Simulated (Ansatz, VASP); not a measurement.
Si2W in VASP and in Ansatz

```
W Si
1.0
    -1.60690    1.60690    3.91495
     1.60690   -1.60690    3.91495
     1.60690    1.60690   -3.91495
W Si
1 2
Cartesian
  0.0000 0.0000 0.0000
  0.0000 0.0000 5.2092
  0.0000 0.0000 2.6207
```

Alike in both runs: task relaxation of cell and atoms; functional PBE; dispersion D3(BJ); k mesh 12 × 12 × 12; occupations fermi-dirac, width 0.05 eV; no spin polarisation.

|  | VASP | Ansatz |
| --- | --- | --- |
| version | VASP 6.6.1 | Ansatz 0.2.0 |
| potentials or method | VASP PAW PBE potentials, release 64 (W_sv, Si) | Ansatz PAW |
| plane-wave cutoff (eV) | 600 | 420 |
| valence electrons in the cell | 22 | 22 |

Ansatz gave:

| Property | Result |
| --- | --- |
| relaxed volume (Å³/atom) | 13.25 |
| relaxed cell length with the largest relative difference (Å) | 4.506 |

Problem. Which values does VASP return?

Solution. Relaxed volume (Å³/atom): 13.26; relaxed cell length with the largest relative difference (Å): 4.506.

Spin-orbit coupling is off throughout. Noted on Ansatz's run: the plane-wave basis is chosen anew once the cell has moved, so the energies of steps on either side of that aren't comparable.
